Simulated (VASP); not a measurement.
Hf: relaxation of cell and atoms with LDA

Hf:

```xyz
1
Lattice="-1.8050 1.8050 1.8050 1.8050 -1.8050 1.8050 1.8050 1.8050 -1.8050" Properties=species:S:1:pos:R:3 pbc="T T T"
Hf    0.0000    0.0000    0.0000
```

```json
{
  "Program": "VASP 6.6.1",
  "Task": "relaxation of cell and atoms",
  "Functional": "LDA",
  "Potentials or basis": "VASP PAW LDA potentials, release 64 (Hf_pv)",
  "Cutoff": "600 eV",
  "k mesh": "10 × 10 × 10",
  "Occupations": "fermi-dirac, width 0.05 eV",
  "Spin": "no spin polarisation",
  "Target pressure": "2 GPa",
  "Dipole correction": "no",
  "Further INCAR settings": "ALGO = Normal; EDIFF = 1e-07; IBRION = 2; EDIFFG = -0.02; NSW = 80; ISIF = 3"
}
```

```
Relaxed volume                                         : 20.09 Å³/atom
Relaxed cell                                           : a = 2.966 Å, b = 2.966 Å, c = 2.966 Å, α = 109.47°, β = 109.47°, γ = 109.47°
Space group after relaxing (to 0.05 Å)                 : Im-3m (No. 229)
Energy change on relaxing (the enthalpy is what falls) : -131.1 meV/atom
Ionic steps                                            : 4
Pressure after relaxing                                : 1.9 GPa
Band gap on the k mesh                                 : zero (band 5 reaches 6.73 eV, above the bottom of band 6 at 4.36 eV)
```

Step by step:
| step | energy change (eV) | largest force (eV/Å) | pressure (GPa) | volume (Å³) |
| --- | --- | --- | --- | --- |
| 1 | 0.0000 | 0.0000 | -12.62 | 23.52 |
| 2 | 0.1290 | 0.0000 | 27.82 | 16.95 |
| 3 | -0.1318 | 0.0000 | 1.53 | 20.16 |
| 4 | -0.1311 | 0.0000 | 1.94 | 20.09 |

Final structure:
```
Hf
1.0
    -1.71259    1.71259    1.71259
     1.71259   -1.71259    1.71259
     1.71259    1.71259   -1.71259
Hf
1
Direct
  0.00000 0.00000 0.00000
```

Levels at points of the mesh, in eV from the Fermi level:
```tsv
k point	band 2	band 3	band 4	band 5	band 6	band 7	band 8	band 9
(0.00, 0.00, 0.00)	-29.31	-29.31	-7.36	1.46	1.46	1.46	4.58	4.58
(0.50, 0.00, 0.00)	-29.69	-29.32	-3.78	-0.81	1.63	4.46	5.57	8.48
(0.50, 0.50, 0.50)	-30.13	-30.13	-3.13	-3.13	7.50	7.50	7.50	8.17
```

Run time: 53 s on 1 thread of Intel Xeon 8259CL, on a shared host, peak memory 0.16 GiB.

Caveat: the cell is relaxed towards a set pressure, so the enthalpy falls and the energy may rise; spin-orbit coupling is left out, which moves the levels of the heavy elements. LDA usually gives volumes a few per cent too small.
